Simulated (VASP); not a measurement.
A run of VASP 6.6.1:

Contents of INCAR:

```
SYSTEM = GaN
PREC = Accurate
ENCUT = 520
EDIFF = 1E-7
ISMEAR = 0
SIGMA = 0.01
LREAL = .False.
LASPH = .True.
NELM = 100
ALGO = Normal
ISIF = 2
LWAVE = .False.
LCHARG = .True.
GGA = PE
LELF = .True.
LVHAR = .True.
NBANDS = 16
```

KPOINTS

```
regular mesh
0
Gamma
  8 8 8
  0 0 0
```

POSCAR

```
GaN
1.0
    0.0000000000      2.2489525415      2.2489525415
    2.2489525415      0.0000000000      2.2489525415
    2.2489525415      2.2489525415      0.0000000000
Ga N
1 1
Direct
    0.0000000000      0.0000000000      0.0000000000
    0.2500000000      0.2500000000      0.2500000000
```

Potentials or basis: VASP PAW PBE potentials, release 64 (Ga_d, N).

Launch:

```console
$ cat potpaw_PBE.64/Ga_d/POTCAR potpaw_PBE.64/N/POTCAR > POTCAR
$ mpirun -np 1 vasp_std > vasp.out
```

Hardware: 1 thread of Intel(R) Xeon(R) Platinum 8259CL CPU @ 2.50GHz (Skylake/Cascade Lake) (shared host).

Task: Estimate the wall time of this run.

Result: Run time: 8.5 s on 1 thread of Intel(R) Xeon(R) Platinum 8259CL CPU @ 2.50GHz (Skylake/Cascade Lake), with other jobs on the host, peak memory 0.14 GiB. Counts: scf iterations 14, k points 29.
